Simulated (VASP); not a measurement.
# Y2Mo2C (I4/mmm) in VASP: single point with PBE

Aim: the single point of Y2Mo2C with PBE.

Everything below comes from runs of VASP 6.6.1. Logs are shortened: lines on timing, memory, paths and dates and some standing lists are left out, and cuts for length are marked.

## Step 1: The cell of the first run

Symmetry: I4/mmm, No. 139, tetragonal system. The conventional cell has a = 4.468 Å, b = 4.468 Å, c = 12.165 Å, α = 90.00°, β = 90.00°, γ = 90.00°. Within 4.0 Å of Y (site symmetry -4m2) lie 4 Mo at 3.01 Å and 4 Y at 3.16 Å and 4 C at 3.77 Å. Within 2.7 Å of Mo (site symmetry 4mm) lie 1 Mo at 2.05 Å. C (site symmetry 4/mmm) has 8 Mo at 3.32 Å and 8 Y at 3.77 Å and 4 C at 4.47 Å within 4.5 Å.

## Step 2: Single point, PBE

The input, INCAR:

```
  PREC = Accurate
  ENCUT = 520
  EDIFF = 1E-6
  ISMEAR = 0
  SIGMA = 0.1
  LREAL = False
  LASPH = True
  NELM = 60
  ALGO = Fast
  ISIF = 2
  LWAVE = False
  LCHARG = False
  GGA = PE
  NBANDS = 35
```

The input, KPOINTS:

```
regular mesh
0
Gamma
  6 6 6
```

The input, POSCAR:

```
Y2Mo2C
1.0
   -2.2338276079      2.2338276079      6.0824284205
    2.2338276079     -2.2338276079      6.0824284205
    2.2338276079      2.2338276079     -6.0824284205
Y Mo C
2 2 1
Direct
    0.2500000000      0.7500000000      0.5000000000
    0.7500000000      0.2500000000      0.5000000000
    0.5842306694      0.5842306694      0.0000000000
    0.4157693306      0.4157693306      0.0000000000
    0.0000000000      0.0000000000      0.0000000000
```

Potentials or basis: VASP PAW PBE potentials, release 64 (Y_sv, Mo_sv, C).

Run with:

```bash
$ cat potpaw_PBE.64/Y_sv/POTCAR potpaw_PBE.64/Mo_sv/POTCAR potpaw_PBE.64/C/POTCAR > POTCAR
$ mpirun -np 1 vasp_std > vasp.out
```

OUTCAR:

```text
PREC = Accurate
   ENCUT = 520
   EDIFF = 1E-6
   ISMEAR = 0
   LREAL = False
   LASPH = True
   NELM = 60
   ISIF = 2
   GGA = PE

 ion  position               nearest neighbor table
   1  0.250  0.750  0.500-   4 3.01   3 3.01   4 3.01   3 3.01   2 3.16   2 3.16   2 3.16   2 3.16

   2  0.750  0.250  0.500-   4 3.01   3 3.01   4 3.01   3 3.01   1 3.16   1 3.16   1 3.16   1 3.16

   3  0.584  0.584  0.000-   4 2.05   2 3.01   1 3.01   1 3.01   2 3.01
   4  0.416  0.416  0.000-   3 2.05   2 3.01   1 3.01   1 3.01   2 3.01
   5  0.000  0.000  0.000-

  LATTYP: Found a body centered tetragonal cell.
 ALAT       =     4.4676552158
 C/A-ratio  =     2.7228727942

  Lattice vectors:

 A1 = (  -2.2338276079,   2.2338276079,   6.0824284205)
 A2 = (   2.2338276079,  -2.2338276079,   6.0824284205)
 A3 = (   2.2338276079,   2.2338276079,  -6.0824284205)

Analysis of symmetry for initial positions (statically):
=====================================================================
 Subroutine PRICEL returns:
 Original cell was already a primitive cell.

 Routine SETGRP: Setting up the symmetry group for a
 body centered tetragonal supercell.

 Subroutine GETGRP returns: Found 16 space group operations
 (whereof 16 operations were pure point group operations)
 out of a pool of 16 trial point group operations.

The static configuration has the point symmetry D_4h.

Analysis of symmetry for dynamics (positions and initial velocities):
=====================================================================
 Subroutine PRICEL returns:
 Original cell was already a primitive cell.

 Routine SETGRP: Setting up the symmetry group for a
 body centered tetragonal supercell.

 Subroutine GETGRP returns: Found 16 space group operations
 (whereof 16 operations were pure point group operations)
 out of a pool of 16 trial point group operations.

The dynamic configuration has the point symmetry D_4h.

 Subroutine INISYM returns: Found 16 space group operations
 (whereof 16 operations are pure point group operations),
 and found     1 'primitive' translations

----------------------------------------------------------------------------------------

                                     Primitive cell

  volume of cell :     121.4049

  direct lattice vectors                    reciprocal lattice vectors
    -2.233827608  2.233827608  6.082428421     0.000000000  0.223831059  0.082204009
     2.233827608 -2.233827608  6.082428421     0.223831059  0.000000000  0.082204009
     2.233827608  2.233827608 -6.082428421     0.223831059  0.223831059  0.000000000

  length of vectors
     6.853897216  6.853897216  6.853897216     0.238448825  0.238448825  0.316544920

  position of ions in fractional coordinates (direct lattice)
     0.250000000  0.750000000  0.500000000
     0.750000000  0.250000000  0.500000000
     0.584230669  0.584230669  0.000000000
     0.415769331  0.415769331  0.000000000
     0.000000000  0.000000000  0.000000000

  ion indices of the primitive-cell ions
   primitive index   ion index
                 1           1
                 2           2
                 3           3
                 4           4
                 5           5

----------------------------------------------------------------------------------------

 KPOINTS: regular mesh

Automatic generation of k-mesh.
 Grid dimensions read from file:
 generate k-points for:    6    6    6

 Generating k-lattice:

  Cartesian coordinates                     Fractional coordinates (reciprocal lattice)
     0.000000000  0.037305177  0.013700668     0.166666667  0.000000000  0.000000000
     0.037305177  0.000000000  0.013700668     0.000000000  0.166666667  0.000000000
     0.037305177  0.037305177  0.000000000     0.000000000  0.000000000  0.166666667

  Length of vectors
     0.039741471  0.039741471  0.052757487

  Shift w.r.t. Gamma in fractional coordinates (k-lattice)
     0.000000000  0.000000000  0.000000000

 Subroutine IBZKPT returns following result:
 ===========================================

 Found     30 irreducible k-points:

 Following reciprocal coordinates:
            Coordinates               Weight
  0.000000  0.000000  0.000000      1.000000
  0.166667  0.000000 -0.000000      8.000000
  0.333333  0.000000 -0.000000      8.000000
  0.500000  0.000000  0.000000      4.000000
  0.166667  0.166667  0.000000      8.000000
  0.333333  0.166667 -0.000000     16.000000
[... 16 lines left out ...]
 -0.333333 -0.333333  0.166667      8.000000
 -0.166667 -0.333333  0.166667      8.000000
 [... further k-points ...]
   k-points           NKPTS =     30   k-points in BZ     NKDIM =     30   number of bands    NBANDS=     35
   number of dos      NEDOS =    301   number of ions     NIONS =      5
   total plane-waves  NPLWV = 157464
   dimension x,y,z NGX =    54 NGY =   54 NGZ =   54
   dimension x,y,z NGXF=   108 NGYF=  108 NGZF=  108
   ions per type =               2   2   1
   NGX,Y,Z   is equivalent  to a cutoff of  13.10, 13.10, 13.10 a.u.
   NGXF,Y,Z  is equivalent  to a cutoff of  26.20, 26.20, 26.20 a.u.
 SYSTEM =  unknown system
   PREC   = accura    normal or accurate (medium, high low for compatibility)
   ISTART =      0    job   : 0-new  1-cont  2-samecut
   ICHARG =      2    charge: 1-file 2-atom 10-const
   ISPIN  =      1    spin polarized calculation?
   LNONCOLLINEAR =      F non collinear calculations
   LSORBIT =      F    spin-orbit coupling
   LASPH  =      T    aspherical Exc in radial PAW
   ENCUT  =  520.0 eV  38.22 Ry    6.18 a.u.  12.74 12.74 12.74*2*pi/ulx,y,z
   NELM   =     60;   NELMIN=  2; NELMDL= -5     # of ELM steps
   EDIFF  = 0.1E-05   stopping-criterion for ELM
   LREAL  =      F    real-space projection
   EDIFFG = 0.1E-04   stopping-criterion for IOM
   NSW    =      0    number of steps for IOM
   IBRION =     -1    ionic relax: 0-MD 1-quasi-New 2-CG
   NFREE  =      0    steps in history (QN), initial steepest desc. (CG)
   ISIF   =      2    stress and relaxation
   ISYM   =      2    0-nonsym 1-usesym 2-fastsym
   POTIM  = 0.5000    time-step for ionic-motion
   TEBEG  =    0.0;   TEEND  =   0.0 temperature during run
   PSTRESS=    0.0 pullay stress
   NELECT =      54.0000    total number of electrons
   NUPDOWN=      -1.0000    fix difference up-down
   EMIN   =  10.00;   EMAX   =-10.00  energy-range for DOS
   EFERMI =   0.00;   METHOD = LEGACY
   ISMEAR =     0;   SIGMA  =   0.10  broadening in eV -4-tet -1-fermi 0-gaus
   EFERMI_NEDOS =   21; number of points for ismear=-14 and -15
   IALGO  =     68    algorithm
   IMIX   =      4    mixing-type and parameters
     AMIX     =   0.40;   BMIX     =  1.00
     AMIX_MAG =   1.60;   BMIX_MAG =  1.00
  volume/ion in A,a.u.               =      24.28       163.86
  Fermi-wavevector in a.u.,A,eV,Ry     =   1.249666  2.361526 21.247747  1.561665
  Thomas-Fermi vector in A             =   2.383696
   LORBIT       =      0    0 simple, 1 ext, 2 COOP (PROOUT), +10 PAW based schemes
   GGA     = PE    functional components
   LHFCALC =     F    Hartree Fock is set to
   AEXX    =    0.0000 exact exchange contribution
   IVDW    =     0    specifies the selected vdW correction
   LEPSILON=     F    determine dielectric tensor
   LRPA    =     F    only Hartree local field effects (RPA)
 non-spin polarized calculation
 RMM-DIIS sequential band-by-band and
 Gauss-broadening in eV      SIGMA  =   0.10
  energy-cutoff  :      520.00
  volume of cell :      121.40
 maximum number of plane-waves:      3299
 NGX is ok and might be reduce to    54
   NGX = 25   NGY = 25   NGZ = 25

 number of electron      54.0000000 magnetization

 Free energy of the ion-electron system (eV)
  ---------------------------------------------------
  ext. energy  EPLUGINS =         0.00000000
  ---------------------------------------------------
  free energy    TOTEN  =       -32.30222957 eV

  energy without entropy =      -32.25844260  energy(sigma->0) =      -32.28033609

 E-fermi :   4.3010     XC(G=0): -10.0735

 val. band max:        4.2990630144   @ k =  -0.3333   0.5000   0.1667
 cond. band min:       4.3091298437   @ k =   0.3333   0.1667  -0.0000
 fundamental gap:      0.0100668293
 Fermi energy:         4.3009576239

 k-point     1 :       0.0000    0.0000    0.0000
  band No.  band energies     occupation
      1     -56.9324      2.00000
      2     -55.9637      2.00000
      3     -37.9972      2.00000
      4     -37.7983      2.00000
      5     -32.7392      2.00000
      6     -30.7861      2.00000
[... 27 lines left out ...]
     34       6.7703      0.00000
     35       6.8877      0.00000

 k-point     2 :       0.1667    0.0000   -0.0000
  band No.  band energies     occupation
      1     -56.9324      2.00000
      2     -55.9637      2.00000
      3     -37.9837      2.00000
      4     -37.8116      2.00000
      5     -32.7406      2.00000
      6     -30.7869      2.00000
[... 27 lines left out ...]
     34       6.6420      0.00000
     35       6.7718      0.00000

 k-point     3 :       0.3333    0.0000   -0.0000
  band No.  band energies     occupation
      1     -56.9323      2.00000
      2     -55.9636      2.00000
      3     -37.9471      2.00000
      4     -37.8478      2.00000
      5     -32.7434      2.00000
      6     -30.7884      2.00000
[... 27 lines left out ...]
     34       6.2953      0.00000
     35       6.9555      0.00000
[... 723 lines left out ...]
 k-point    23 :      -0.3333   -0.3333    0.1667
  band No.  band energies     occupation
      1     -56.9323      2.00000
      2     -55.9637      2.00000
      3     -37.9712      2.00000
      4     -37.8230      2.00000
      5     -32.7455      2.00000
      6     -30.7876      2.00000
[... 27 lines left out ...]
     34       6.3115      0.00000
     35       7.4629      0.00000

 k-point    24 :      -0.1667   -0.3333    0.1667
  band No.  band energies     occupation
      1     -56.9323      2.00000
      2     -55.9637      2.00000
      3     -37.9831      2.00000
      4     -37.8116      2.00000
      5     -32.7436      2.00000
      6     -30.7872      2.00000
[... 27 lines left out ...]
     34       6.4809      0.00000
     35       7.3660      0.00000

 [... further k-points ...]

------------------------ aborting loop because EDIFF is reached ----------------------------------------

  FORCE on cell =-STRESS in cart. coord.  units (eV):
  Direction    XX          YY          ZZ          XY          YZ          ZX
  --------------------------------------------------------------------------------------
  -------------------------------------------------------------------------------------
  Total       -0.1597975     -0.1597975      0.9785522      0.0000000      0.0000000      0.0000000
  in kB       -2.1088427     -2.1088427     12.9139251      0.0000000      0.0000000      0.0000000
  external PRESSURE =       2.8987466 kB  Pullay stress =       0.0000000 kB

 VOLUME and BASIS-vectors are now :
 -----------------------------------------------------------------------------
  energy-cutoff  :      520.00
  volume of cell :      121.40
      direct lattice vectors                 reciprocal lattice vectors
    -2.233827608  2.233827608  6.082428421     0.000000000  0.223831059  0.082204009
     2.233827608 -2.233827608  6.082428421     0.223831059  0.000000000  0.082204009
     2.233827608  2.233827608 -6.082428421     0.223831059  0.223831059  0.000000000

 POSITION                                       TOTAL-FORCE (eV/Angst)
 -----------------------------------------------------------------------------------
      2.23383      0.00000      3.04121         0.000000      0.000000     -0.000000
      0.00000      2.23383      3.04121         0.000000      0.000000     -0.000000
      0.00000      0.00000      7.10708        -0.000000     -0.000000      0.558486
      0.00000      0.00000      5.05777        -0.000000     -0.000000     -0.558486
      0.00000      0.00000      0.00000         0.000000      0.000000     -0.000000
 -----------------------------------------------------------------------------------
    total drift:                                0.000000      0.000000     -0.000000

  FREE ENERGIE OF THE ION-ELECTRON SYSTEM (eV)
  ---------------------------------------------------
  free  energy   TOTEN  =       -32.3022295725 eV

  energy  without entropy=      -32.2584426018  energy(sigma->0) =      -32.28033609
```

Run time: 6.2 min. Hardware: 1 thread of Oxide Virtual Turin-like, shared host; peak memory 0.46 GiB.

Results:

```
Free energy            : -32.3022 eV
Pressure               : 0.3 GPa
Largest force          : 0.558 eV/Å
Band gap on the k mesh : zero (bands 27 and 28 overlap by 0.66 eV)
```

Forces in eV/Å, atoms in the order of the input:
```
Y    0.000  0.000  0.000
Y    0.000  0.000  0.000
Mo   0.000  0.000  0.558
Mo   0.000  0.000 -0.558
C    0.000  0.000  0.000
```

Caveat: atoms lie so close that the PAW spheres overlap strongly, which falsifies energies and pressures.
